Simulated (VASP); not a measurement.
# SiSe2 (Ibam) in VASP: a series of runs

SiSe2 is run at these levels: PBEsol; tasks: single point, relaxation of cell and atoms.

All numbers are computed with VASP 6.6.1; they aren't measurements. Logs are shortened: lines on timing, memory, paths and dates and some standing lists are left out, and cuts for length are marked.

### Step 1. The cell of the first run

Symmetry: Ibam, No. 72, orthorhombic system. The conventional cell has a = 6.272 Å, b = 9.319 Å, c = 5.854 Å, α = 90.00°, β = 90.00°, γ = 90.00°. Si (site symmetry 222) has 4 Se at 2.29 Å and 2 Si at 2.93 Å within 3.0 Å. Se (site symmetry m) has 2 Si at 2.29 Å within 3.0 Å.

### Step 2. Single point, PBEsol

Input file INCAR:

```
ALGO = Normal
EDIFF = 1E-6
ENCUT = 500
GGA = PS
GGA_COMPAT = False
ISIF = 2
ISMEAR = 0
LASPH = True
LCHARG = False
LREAL = False
LWAVE = False
NBANDS = 25
NELM = 120
PREC = Accurate
SIGMA = 0.02
```

Input file KPOINTS:

```
k-points
0
Gamma
  8 8 8
```

Input file POSCAR:

```
SiSe2
1.0
   -3.1358350414      4.6593492233      2.9271513565
    3.1358350414     -4.6593492233      2.9271513565
    3.1358350414      4.6593492233     -2.9271513565
Si Se
2 4
Direct
    0.7500000000      0.7500000000      0.0000000000
    0.2500000000      0.2500000000      0.0000000000
    0.1279872417      0.2062166120      0.3342038537
    0.8720127583      0.7937833880      0.6657961463
    0.3720127583      0.7062166120      0.0782293704
    0.6279872417      0.2937833880      0.9217706296
```

Potentials or basis: VASP PAW PBE potentials, release 64 (Si, Se).

Started as:

```sh
$ cat potpaw_PBE.64/Si/POTCAR potpaw_PBE.64/Se/POTCAR > POTCAR
$ mpirun -np 1 vasp_std > vasp.out
```

OUTCAR:

```text
EDIFF = 1E-6
   ENCUT = 500
   GGA = PS
   ISIF = 2
   ISMEAR = 0
   LASPH = True
   LREAL = False
   NELM = 120
   PREC = Accurate

 ion  position               nearest neighbor table
   1  0.750  0.750  0.000-   6 2.29   3 2.29   4 2.29   5 2.29   2 2.93   2 2.93
   2  0.250  0.250  0.000-   5 2.29   3 2.29   4 2.29   6 2.29   1 2.93   1 2.93
   3  0.128  0.206  0.334-   1 2.29   2 2.29
   4  0.872  0.794  0.666-   2 2.29   1 2.29
   5  0.372  0.706  0.078-   2 2.29   1 2.29
   6  0.628  0.294  0.922-   1 2.29   2 2.29

  LATTYP: Found a body centered orthorhombic cell.
 ALAT       =     5.8543027130
 B/A-ratio  =     1.0712924135
 C/A-ratio  =     1.5917691489

  Lattice vectors:

 A1 = (   3.1358350414,   4.6593492233,  -2.9271513565)
 A2 = (  -3.1358350414,   4.6593492233,   2.9271513565)
 A3 = (   3.1358350414,  -4.6593492233,   2.9271513565)

Analysis of symmetry for initial positions (statically):
=====================================================================
 Subroutine PRICEL returns:
 Original cell was already a primitive cell.

 Routine SETGRP: Setting up the symmetry group for a
 body centered orthorhombic supercell.

 Subroutine GETGRP returns: Found  8 space group operations
 (whereof  4 operations were pure point group operations)
 out of a pool of  8 trial point group operations.

The static configuration has the point symmetry C_2h.
 The point group associated with its full space group is D_2h.

Analysis of symmetry for dynamics (positions and initial velocities):
=====================================================================
 Subroutine PRICEL returns:
 Original cell was already a primitive cell.

 Routine SETGRP: Setting up the symmetry group for a
 body centered orthorhombic supercell.

 Subroutine GETGRP returns: Found  8 space group operations
 (whereof  4 operations were pure point group operations)
 out of a pool of  8 trial point group operations.

The dynamic configuration has the point symmetry C_2h.
 The point group associated with its full space group is D_2h.

 Subroutine INISYM returns: Found  8 space group operations
 (whereof  4 operations are pure point group operations),
 and found     1 'primitive' translations

----------------------------------------------------------------------------------------

                                     Primitive cell

  volume of cell :     171.0739

  direct lattice vectors                    reciprocal lattice vectors
    -3.135835041  4.659349223  2.927151357     0.000000000  0.107311124  0.170814536
     3.135835041 -4.659349223  2.927151357     0.159447163  0.000000000  0.170814536
     3.135835041  4.659349223 -2.927151357     0.159447163  0.107311124  0.000000000

  length of vectors
     6.333341271  6.333341271  6.333341271     0.201725761  0.233668576  0.192195408

  position of ions in fractional coordinates (direct lattice)
     0.750000000  0.750000000  0.000000000
     0.250000000  0.250000000  0.000000000
     0.127987242  0.206216612  0.334203854
     0.872012758  0.793783388  0.665796146
     0.372012758  0.706216612  0.078229370
     0.627987242  0.293783388  0.921770630

  ion indices of the primitive-cell ions
   primitive index   ion index
                 1           1
                 2           2
                 3           3
                 4           4
                 5           5
                 6           6

----------------------------------------------------------------------------------------

 KPOINTS: k-points

Automatic generation of k-mesh.
 Grid dimensions read from file:
 generate k-points for:    8    8    8

 Generating k-lattice:

  Cartesian coordinates                     Fractional coordinates (reciprocal lattice)
     0.000000000  0.013413890  0.021351817     0.125000000  0.000000000  0.000000000
     0.019930895  0.000000000  0.021351817     0.000000000  0.125000000 -0.000000000
     0.019930895  0.013413890  0.000000000     0.000000000 -0.000000000  0.125000000

  Length of vectors
     0.025215720  0.029208572  0.024024426

  Shift w.r.t. Gamma in fractional coordinates (k-lattice)
     0.000000000  0.000000000  0.000000000

 Subroutine IBZKPT returns following result:
 ===========================================

 Found     95 irreducible k-points:

 Following reciprocal coordinates:
            Coordinates               Weight
  0.000000  0.000000  0.000000      1.000000
  0.125000 -0.000000  0.000000      4.000000
  0.250000 -0.000000  0.000000      4.000000
  0.375000 -0.000000  0.000000      4.000000
  0.500000 -0.000000  0.000000      2.000000
  0.000000  0.125000  0.000000      4.000000
[... 16 lines left out ...]
  0.125000  0.375000  0.000000      8.000000
  0.250000  0.375000  0.000000      8.000000
 [... further k-points ...]
   k-points           NKPTS =     95   k-points in BZ     NKDIM =     95   number of bands    NBANDS=     25
   number of dos      NEDOS =    301   number of ions     NIONS =      6
   total plane-waves  NPLWV = 110592
   dimension x,y,z NGX =    48 NGY =   48 NGZ =   48
   dimension x,y,z NGXF=    96 NGYF=   96 NGZF=   96
   ions per type =               2   4
   NGX,Y,Z   is equivalent  to a cutoff of  12.60, 12.60, 12.60 a.u.
   NGXF,Y,Z  is equivalent  to a cutoff of  25.20, 25.20, 25.20 a.u.
 SYSTEM =  unknown system
   PREC   = accura    normal or accurate (medium, high low for compatibility)
   ISTART =      0    job   : 0-new  1-cont  2-samecut
   ICHARG =      2    charge: 1-file 2-atom 10-const
   ISPIN  =      1    spin polarized calculation?
   LNONCOLLINEAR =      F non collinear calculations
   LSORBIT =      F    spin-orbit coupling
   LASPH  =      T    aspherical Exc in radial PAW
   ENCUT  =  500.0 eV  36.75 Ry    6.06 a.u.  11.55 11.55 11.55*2*pi/ulx,y,z
   NELM   =    120;   NELMIN=  2; NELMDL= -5     # of ELM steps
   EDIFF  = 0.1E-05   stopping-criterion for ELM
   LREAL  =      F    real-space projection
   EDIFFG = 0.1E-04   stopping-criterion for IOM
   NSW    =      0    number of steps for IOM
   IBRION =     -1    ionic relax: 0-MD 1-quasi-New 2-CG
   NFREE  =      0    steps in history (QN), initial steepest desc. (CG)
   ISIF   =      2    stress and relaxation
   ISYM   =      2    0-nonsym 1-usesym 2-fastsym
   POTIM  = 0.5000    time-step for ionic-motion
   TEBEG  =    0.0;   TEEND  =   0.0 temperature during run
   PSTRESS=    0.0 pullay stress
   NELECT =      32.0000    total number of electrons
   NUPDOWN=      -1.0000    fix difference up-down
   EMIN   =  10.00;   EMAX   =-10.00  energy-range for DOS
   EFERMI =   0.00;   METHOD = LEGACY
   ISMEAR =     0;   SIGMA  =   0.02  broadening in eV -4-tet -1-fermi 0-gaus
   EFERMI_NEDOS =   21; number of points for ismear=-14 and -15
   IALGO  =     38    algorithm
   IMIX   =      4    mixing-type and parameters
     AMIX     =   0.40;   BMIX     =  1.00
     AMIX_MAG =   1.60;   BMIX_MAG =  1.00
  volume/ion in A,a.u.               =      28.51       192.41
  Fermi-wavevector in a.u.,A,eV,Ry     =   0.936261  1.769277 11.926659  0.876585
  Thomas-Fermi vector in A             =   2.063252
   LORBIT       =      0    0 simple, 1 ext, 2 COOP (PROOUT), +10 PAW based schemes
   GGA     = PS    functional components
   LHFCALC =     F    Hartree Fock is set to
   AEXX    =    0.0000 exact exchange contribution
   IVDW    =     0    specifies the selected vdW correction
   LEPSILON=     F    determine dielectric tensor
   LRPA    =     F    only Hartree local field effects (RPA)
 non-spin polarized calculation
 Gauss-broadening in eV      SIGMA  =   0.02
  energy-cutoff  :      500.00
  volume of cell :      171.07
 maximum number of plane-waves:      4371
 NGX is ok and might be reduce to    48
   NGX = 23   NGY = 23   NGZ = 23

 number of electron      31.9999999 magnetization

 Free energy of the ion-electron system (eV)
  ---------------------------------------------------
  ext. energy  EPLUGINS =         0.00000000
  ---------------------------------------------------
  free energy    TOTEN  =       -29.32214952 eV

  energy without entropy =      -29.32214952  energy(sigma->0) =      -29.32214952

 E-fermi :   1.7553     XC(G=0):  -8.3281

 val. band max:        1.6554581721   @ k =  -0.3750   0.3750   0.3750
 cond. band min:       3.3235114016   @ k =   0.5000   0.5000   0.5000
 fundamental gap:      1.6680532295
 Fermi energy:         1.7552665603

 k-point     1 :       0.0000    0.0000    0.0000
  band No.  band energies     occupation
      1     -12.7699      2.00000
      2     -10.9799      2.00000
      3     -10.6444      2.00000
      4     -10.3984      2.00000
      5      -5.8622      2.00000
      6      -4.7361      2.00000
[... 17 lines left out ...]
     24       7.7868      0.00000
     25       8.0089      0.00000

 k-point     2 :       0.1250   -0.0000    0.0000
  band No.  band energies     occupation
      1     -12.7138      2.00000
      2     -11.0622      2.00000
      3     -10.6534      2.00000
      4     -10.4260      2.00000
      5      -5.8008      2.00000
      6      -4.7107      2.00000
[... 17 lines left out ...]
     24       7.4418      0.00000
     25       7.9167      0.00000

 k-point     3 :       0.2500   -0.0000    0.0000
  band No.  band energies     occupation
      1     -12.5498      2.00000
      2     -11.2894      2.00000
      3     -10.6714      2.00000
      4     -10.4958      2.00000
      5      -5.6023      2.00000
      6      -4.6824      2.00000
[... 552 lines left out ...]
 k-point    23 :       0.1250    0.3750    0.0000
  band No.  band energies     occupation
      1     -11.9762      2.00000
      2     -11.9063      2.00000
      3     -10.7041      2.00000
      4     -10.6494      2.00000
      5      -5.0497      2.00000
      6      -4.9356      2.00000
[... 17 lines left out ...]
     24       7.1553      0.00000
     25       8.5723      0.00000

 k-point    24 :       0.2500    0.3750    0.0000
  band No.  band energies     occupation
      1     -12.1915      2.00000
      2     -11.6421      2.00000
      3     -10.7306      2.00000
      4     -10.6564      2.00000
      5      -5.2305      2.00000
      6      -4.7737      2.00000
[... 17 lines left out ...]
     24       7.2925      0.00000
     25       8.9244      0.00000

 [... further k-points ...]

------------------------ aborting loop because EDIFF is reached ----------------------------------------

  FORCE on cell =-STRESS in cart. coord.  units (eV):
  Direction    XX          YY          ZZ          XY          YZ          ZX
  --------------------------------------------------------------------------------------
  -------------------------------------------------------------------------------------
  Total        0.2551139      0.2094683      0.2756034      0.0000000      0.0000000      0.0000000
  in kB        2.3892472      1.9617575      2.5811395      0.0000000      0.0000000      0.0000000
  external PRESSURE =       2.3107148 kB  Pullay stress =       0.0000000 kB

 VOLUME and BASIS-vectors are now :
 -----------------------------------------------------------------------------
  energy-cutoff  :      500.00
  volume of cell :      171.07
      direct lattice vectors                 reciprocal lattice vectors
    -3.135835041  4.659349223  2.927151357     0.000000000  0.107311124  0.170814536
     3.135835041 -4.659349223  2.927151357     0.159447163  0.000000000  0.170814536
     3.135835041  4.659349223 -2.927151357     0.159447163  0.107311124  0.000000000

 POSITION                                       TOTAL-FORCE (eV/Angst)
 -----------------------------------------------------------------------------------
      0.00000      0.00000      4.39073         0.000000     -0.000000      0.000000
      0.00000      0.00000      1.46358         0.000000     -0.000000      0.000000
      1.29332      1.19267      0.00000         0.043203      0.041240     -0.000000
      1.84251      3.46667      2.92715        -0.043203     -0.041240      0.000000
      1.29332     -1.19267      2.92715         0.043203     -0.041240      0.000000
      1.84251      5.85202      0.00000        -0.043203      0.041240      0.000000
 -----------------------------------------------------------------------------------
    total drift:                                0.000000      0.000000     -0.000000

  FREE ENERGIE OF THE ION-ELECTRON SYSTEM (eV)
  ---------------------------------------------------
  free  energy   TOTEN  =       -29.3221495157 eV

  energy  without entropy=      -29.3221495157  energy(sigma->0) =      -29.32214952
```

Wall time 4.1 min (1 thread of AMD EPYC 9R45 (Zen 5), shared host); peak memory 0.47 GiB.

What came out:

| Quantity | Value |
| --- | --- |
| Free energy | -29.3221 eV |
| Pressure | 0.2 GPa |
| Largest force | 0.060 eV/Å |
| Band gap on the k mesh | 1.67 eV (least direct gap 1.73 eV) |

Forces in eV/Å, atoms in the order of the input:
```
Si   0.000  0.000  0.000
Si   0.000  0.000  0.000
Se   0.043  0.041  0.000
Se  -0.043 -0.041  0.000
Se   0.043 -0.041  0.000
Se  -0.043  0.041  0.000
```

Caveat: the PAW data sets were made with another functional, which shifts forces and pressure a little. A k mesh can miss the band edges.

### Step 3. Relaxation of cell and atoms, PBEsol

This run uses another cell than the first one, of 27.04 Å³/atom.

Input file INCAR:

```
ALGO = Normal ; EDIFF = 1E-7
EDIFFG = -0.005 ; ENCUT = 500
GGA = PS ; GGA_COMPAT = F
IBRION = 2 ; ISIF = 3
ISMEAR = 0 ; LASPH = T
LCHARG = F ; LREAL = F
LWAVE = F ; NELM = 120
NELMIN = 4 ; NSW = 70
PREC = Accurate ; SIGMA = 0.02
```

KPOINTS is that of step 2.

Input file POSCAR:

```
SiSe2
1.0
   -2.9250317313      4.7519660242      2.9184616666
    2.9250317313     -4.7519660242      2.9184616666
    2.9250317313      4.7519660242     -2.9184616666
Si Se
2 4
Direct
    0.7500000000      0.7500000000      0.0000000000
    0.2500000000      0.2500000000      0.0000000000
    0.1261810405      0.2228206306      0.3490016711
    0.8738189595      0.7771793694      0.6509983289
    0.3738189595      0.7228206306      0.0966395901
    0.6261810405      0.2771793694      0.9033604099
```

Potentials or basis: VASP PAW PBE potentials, release 64 (Si, Se).

Started as:

```sh
$ cat potpaw_PBE.64/Si/POTCAR potpaw_PBE.64/Se/POTCAR > POTCAR
$ mpirun -np 1 vasp_std > vasp.out
```

Run time: 89 min. Hardware: 1 thread of AMD EPYC 9R45 (Zen 5), shared host; peak memory 0.47 GiB.

The run converged. Its results:

* Free energy: -29.3217 eV
* Relaxed volume: 28.60 Å³/atom
* Relaxed cell: a = 6.326 Å, b = 6.326 Å, c = 6.326 Å, α = 120.02°, β = 85.92°, γ = 124.81°
* Space group after relaxing (to 0.1 Å): Ibam (No. 72)
* Energy gained by relaxing: 3.3 meV/atom
* Ionic steps: 48
* Pressure after relaxing: 0.0 GPa
* Band gap on the k mesh: 1.64 eV (least direct gap 1.69 eV)

Forces in eV/Å, atoms in the order of the input:
```
Si   0.000  0.000  0.000
Si   0.000  0.000  0.000
Se  -0.002  0.002  0.000
Se   0.002 -0.002  0.000
Se  -0.002 -0.002  0.000
Se   0.002  0.002  0.000
```

The path:
```
step  energy change (eV)  largest force (eV/Å)  pressure (GPa)  volume (Å³)
   1              0.0000                0.0977            0.08       162.26
   3             -0.0046                0.0540            0.56       163.29
   5             -0.0078                0.0323            0.39       164.50
   7             -0.0136                0.1077           -0.29       169.99
   9             -0.0156                0.0408           -0.11       172.09
  11             -0.0158                0.0258           -0.03       172.39
  13             -0.0161                0.0265            0.04       171.50
  15             -0.0163                0.0167           -0.01       171.00
  17             -0.0165                0.0133            0.13       169.52
  19             -0.0166                0.0097            0.04       169.99
  21             -0.0168                0.0221           -0.01       169.86
  23             -0.0173                0.0069            0.06       169.33
  25             -0.0176                0.0142            0.13       168.62
  27             -0.0178                0.0355           -0.02       168.65
  29             -0.0179                0.0295            0.01       168.65
  31             -0.0185                0.0218            0.06       168.69
  33             -0.0188                0.0185            0.10       168.89
  35             -0.0192                0.0305            0.01       169.40
  37             -0.0194                0.0140            0.09       169.68
  39             -0.0195                0.0085            0.02       169.81
  41             -0.0196                0.0140           -0.02       170.14
  43             -0.0197                0.0039           -0.04       171.52
  45             -0.0198                0.0146            0.03       171.48
  47             -0.0198                0.0040           -0.01       171.60
  48             -0.0198                0.0030            0.00       171.59
```

Final structure:
```
Si Se
1.0
    -3.16208    4.62959    2.93038
     3.16208   -4.62959    2.93038
     3.16208    4.62959   -2.93038
Si Se
2 4
Direct
  0.75000 0.75000 0.00000
  0.25000 0.25000 0.00000
  0.12872 0.20522 0.33394
  0.87128 0.79478 0.66606
  0.37128 0.70522 0.07651
  0.62872 0.29478 0.92349
```

Levels at points of the mesh, in eV from the valence-band top:
| k point | band 14 | band 15 | band 16 | band 17 | band 18 | band 19 |
| --- | --- | --- | --- | --- | --- | --- |
| (0.00, 0.00, 0.00) | -0.66 | -0.65 | -0.39 | 2.83 | 2.86 | 3.19 |
| (0.50, 0.00, 0.00) | -1.25 | -0.57 | -0.57 | 2.54 | 2.54 | 4.22 |
| (0.00, 0.50, 0.00) | -0.85 | -0.68 | -0.68 | 2.38 | 2.38 | 3.87 |
| (0.50, 0.50, 0.00) | -1.33 | -0.79 | -0.10 | 2.82 | 3.83 | 3.93 |
| (0.50, 0.50, 0.50) | -2.01 | -1.52 | -0.05 | 1.64 | 3.26 | 3.48 |

Caveat: the PAW data sets were made with another functional, which shifts forces and pressure a little. A k mesh can miss the band edges.
